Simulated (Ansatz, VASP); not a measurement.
One calculation of SnO, two programs

```
CELL_PARAMETERS angstrom
4.03060 0.00000 0.00000
0.00000 4.03060 0.00000
0.00000 0.00000 5.02770
ATOMIC_POSITIONS crystal
Sn 0.00000 0.50000 0.24575
Sn 0.50000 0.00000 0.75425
O 0.00000 0.00000 0.00000
O 0.50000 0.50000 0.00000
```

Alike in both runs: task single point; functional LDA; k mesh 10 × 10 × 8; occupations gaussian, width 0.15 eV; no spin polarisation.

|  | VASP | Ansatz |
| --- | --- | --- |
| version | VASP 6.6.1 | Ansatz 0.2.0 |
| potentials or method | VASP PAW LDA potentials, release 64 (Sn_d, O), cutoff 520 eV | scalar-relativistic, plane waves, PAW |
| valence electrons in the cell | 40 | 40 |

Ansatz gave:

| Property | Result |
| --- | --- |
| gap on the k mesh at the Fermi level (eV) | 0.45 |
| least direct gap on the mesh (eV) | 1.78 |
| pressure (GPa) | -14.2 |
| traceless stress, the component that is largest in VASP (GPa) | 1.37 |
| rms of the force components (eV/Å) | 0.932 |

What did VASP give for the same quantities?

gap on the k mesh at the Fermi level (eV): 0.43; least direct gap on the mesh (eV): 1.80; pressure (GPa): -14.1; traceless stress, the component that is largest in VASP (GPa): 1.40; rms of the force components (eV/Å): 0.904.

LDA's correlation is that of Perdew and Zunger in VASP and of Perdew and Wang (1992) in Ansatz. Atom by atom the forces differ by 0.028 eV/Å (rms over components).
